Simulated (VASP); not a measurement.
## CuF: relaxation of cell and atoms with PBE

The system is CuF.

```
CELL_PARAMETERS angstrom
2.47101 0.00000 0.00000
0.00000 2.47101 0.00000
0.00000 0.00000 3.41650
ATOMIC_POSITIONS crystal
Cu 0.00000 0.00000 0.00000
F 0.50000 0.50000 0.50000
```

```yaml
Program: VASP 6.6.1
Task: relaxation of cell and atoms
Functional: PBE
Potentials_or_basis: VASP PAW PBE potentials, release 64 (Cu, F)
Cutoff: 600 eV
k_mesh: 8 × 8 × 6
Occupations: gaussian, width 0.1 eV
Spin: collinear spin, ferromagnetic start
Starting_moments: "[1.0, 0.0] μB"
Dipole_correction: no
Further_INCAR_settings: ALGO = Normal; EDIFF = 1e-06; IBRION = 2; EDIFFG = -0.04; NSW = 90; ISIF = 3
```

```
Relaxed volume                                        : 10.87 Å³/atom
Relaxed cell                                          : a = 2.770 Å, b = 2.770 Å, c = 2.834 Å, α = 90.00°, β = 90.00°, γ = 90.00°
Space group after relaxing (to 0.05 Å)                : P4/mmm (No. 123)
Energy gained by relaxing                             : 114.5 meV/atom
Ionic steps                                           : 9
Pressure after relaxing                               : -0.2 GPa
Band gap on the k mesh                                : zero (filled and empty bands overlap)
Net moment                                            : 0.00 μB per cell
Valence electrons inside the program's atomic spheres : Cu 9.74; F 6.02
```

Stress tensor (GPa, compression positive):
```
-0.08  0.00  0.00
 0.00 -0.08  0.00
 0.00  0.00 -0.41
```

The path:
```csv
step,energy change (eV),largest force (eV/Å),pressure (GPa),volume (Å³)
1,0.0000,0.0000,4.32,20.86
2,-0.1229,0.0000,-0.18,21.68
3,-0.1762,0.0000,-3.01,22.42
4,-0.1795,0.0000,-7.32,23.71
5,-0.1904,0.0000,-4.81,22.97
6,-0.2217,0.0000,-0.01,21.74
7,-0.2227,0.0000,1.05,21.52
8,-0.2259,0.0000,0.58,21.60
9,-0.2291,0.0000,-0.19,21.74
```

Final structure:
```
Cu F
1.0
     2.76957    0.00000    0.00000
     0.00000    2.76957    0.00000
     0.00000    0.00000    2.83449
Cu F
1 1
Direct
  0.00000 0.00000 0.00000
  0.50000 0.50000 0.50000
```

Levels at points of the mesh, in eV from the Fermi level:
Spin up:
```
           k point  band 7  band 8  band 9  band 10  band 11  band 12
(0.00, 0.00, 0.00)   -1.70   -0.36   -0.36    -0.34    14.82    15.28
(0.50, 0.00, 0.00)   -0.31   -0.22   -0.19     4.04     4.64    15.76
(0.50, 0.50, 0.00)   -0.75   -0.75   -0.03     4.94     8.31     8.31
(0.00, 0.00, 0.50)   -0.30   -0.16   -0.16     4.15     4.37    16.39
(0.50, 0.00, 0.50)   -0.72   -0.67   -0.06     4.63     8.11     8.45
(0.50, 0.50, 0.50)   -0.07   -0.04   -0.01     6.75     6.75     6.93
```
Spin down:
| k point | band 6 | band 7 | band 8 | band 9 | band 10 | band 11 | band 12 | band 13 |
| --- | --- | --- | --- | --- | --- | --- | --- | --- |
| (0.00, 0.00, 0.00) | -1.79 | -1.70 | -0.36 | -0.36 | -0.34 | 14.82 | 15.28 | 15.96 |
| (0.50, 0.00, 0.00) | -0.41 | -0.31 | -0.22 | -0.19 | 4.04 | 4.64 | 15.76 | 16.67 |
| (0.50, 0.50, 0.00) | -1.24 | -0.75 | -0.75 | -0.03 | 4.94 | 8.31 | 8.31 | 14.38 |
| (0.00, 0.00, 0.50) | -0.49 | -0.30 | -0.16 | -0.16 | 4.15 | 4.37 | 16.39 | 16.39 |
| (0.50, 0.00, 0.50) | -1.16 | -0.72 | -0.67 | -0.06 | 4.63 | 8.11 | 8.45 | 14.58 |
| (0.50, 0.50, 0.50) | -0.07 | -0.07 | -0.04 | -0.01 | 6.75 | 6.75 | 6.93 | 10.81 |

Wall time 3 min on 1 thread of Intel(R) Xeon(R) Platinum 8488C (Sapphire Rapids), on a shared host, peak memory 0.17 GiB.

Caveat: semilocal functionals often make such compounds metallic where correlation or magnetic order opens a gap, which also shifts bond lengths. With open d or f shells a metallic result of PBE can be an artefact of self-interaction; +U or a hybrid may open a gap.
